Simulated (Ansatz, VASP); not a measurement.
One calculation of Si, two programs

```xyz
32
Lattice="5.4338 5.4338 5.4338 -5.4338 5.4338 -5.4338 -5.4338 -5.4338 5.4338" Properties=species:S:1:pos:R:3 pbc="T T T"
Si    4.0754    4.0754    4.0754
Si   -1.3585    6.7923    1.3585
Si   -4.0754    4.0754   -4.0754
Si   -1.3585    4.0754    4.0754
Si   -4.0754    1.3585   -1.3585
Si   -1.3585    4.0754   -1.3585
Si   -1.3585    1.3585    6.7923
Si   -4.0754   -1.3585    1.3585
Si   -1.3585    1.3585    1.3585
Si    1.3585    4.0754    1.3585
Si   -4.0754   -4.0754    4.0754
Si   -1.3585   -1.3585    4.0754
Si    1.3585    1.3585    4.0754
Si   -6.7923    1.3585    1.3585
Si   -4.0754    4.0754    1.3585
Si   -4.0754    1.3585    4.0754
Si    2.7169    2.7169    2.7169
Si   -2.7169    5.4338    0.0000
Si    0.0000    8.1508    0.0000
Si   -2.7169    2.7169    2.7169
Si    0.0000    5.4338    2.7169
Si   -2.7169    2.7169   -2.7169
Si   -2.7169    0.0000    5.4338
Si    0.0000    2.7169    5.4338
Si   -2.7169    0.0000    0.0000
Si    0.0000    2.7169    0.0000
Si    0.0000    0.0000    8.1508
Si   -2.7169   -2.7169    2.7169
Si    0.0000    0.0000    2.7169
Si   -8.1508    0.0000    0.0000
Si   -5.4338    2.7169    0.0000
Si   -5.4338    0.0000    2.7169
```

Alike in both runs: task single point; functional PBEsol; k mesh 3 × 3 × 3; occupations gaussian, width 0.02 eV; no spin polarisation.

```csv
,VASP,Ansatz
version,VASP 6.6.1,Ansatz 0.2.0
potentials or method,"VASP PAW PBE potentials, release 64 (Si), cutoff 520 eV","scalar-relativistic, plane waves, PAW"
valence electrons in the cell,128,128
```

VASP gave:

* gap on the k mesh at the Fermi level (eV): 0.59
* least direct gap on the mesh (eV): 0.59
* pressure (GPa): 0.1

Question: Which values does Ansatz return?

Answer: gap on the k mesh at the Fermi level (eV): 0.60; least direct gap on the mesh (eV): 0.60; pressure (GPa): 0.0.

VASP's potentials were made for PBE, not for PBEsol. The functional is the same, so the differences come from potentials, cutoffs and numerics.
